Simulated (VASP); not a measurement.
A run of VASP 6.6.1 is set up as follows.

INCAR

```
SYSTEM = Al3BiO3
  PREC = Accurate
  ENCUT = 600
  EDIFF = 1E-6
  ISMEAR = 0
  SIGMA = 0.15
  LREAL = .FALSE.
  LASPH = .TRUE.
  NELM = 60
  ALGO = Normal
  ISIF = 3
  LWAVE = .FALSE.
  LCHARG = .FALSE.
  GGA = PE
  IBRION = 2
  NSW = 36
  EDIFFG = -0.08
```

KPOINTS

```
regular mesh
0
G
  3 3 3
  0 0 0
```

The input POSCAR:

```
Al3BiO3
1.0
    5.3626843500      0.0000000000      0.0000000000
   -2.6813421800      4.6442208800      0.0000000000
    0.0000000000      0.0000000000      4.8539699500
Al Bi O
3 1 3
Direct
    0.6355254500      0.0000000000      0.8151573800
    0.0000000000      0.6355254500      0.8151573800
    0.3644745500      0.3644745500      0.8151573800
    0.0000000000      0.0000000000      0.3614560300
    0.3171202500      0.0000000000      0.4322845100
    0.0000000000      0.3171202500      0.4322845100
    0.6828797500      0.6828797500      0.4322845100
```

Potentials or basis: VASP PAW PBE potentials, release 64 (Al, Bi_d, O).

Run with:

```console
$ cat potpaw_PBE.64/Al/POTCAR potpaw_PBE.64/Bi_d/POTCAR potpaw_PBE.64/O/POTCAR > POTCAR
$ mpirun -np 1 vasp_std > vasp.out
```

What does it give for the space group after relaxing (to 0.05 Å)?

P31m (No. 157).

What does it give for the relaxed cell?

a = 5.170 Å, b = 5.170 Å, c = 6.062 Å, α = 90.00°, β = 90.00°, γ = 120.00°.

Estimate the band gap on the k mesh.

0.68 eV, direct.

Stress tensor (GPa, compression positive):
```
0.44 0.00 0.00
0.00 0.44 0.00
0.00 0.00 0.18
```

Caveat: the k points lie up to 0.47 Å⁻¹ apart in the final cell; spin-orbit coupling is left out, which moves the levels of the heavy elements.
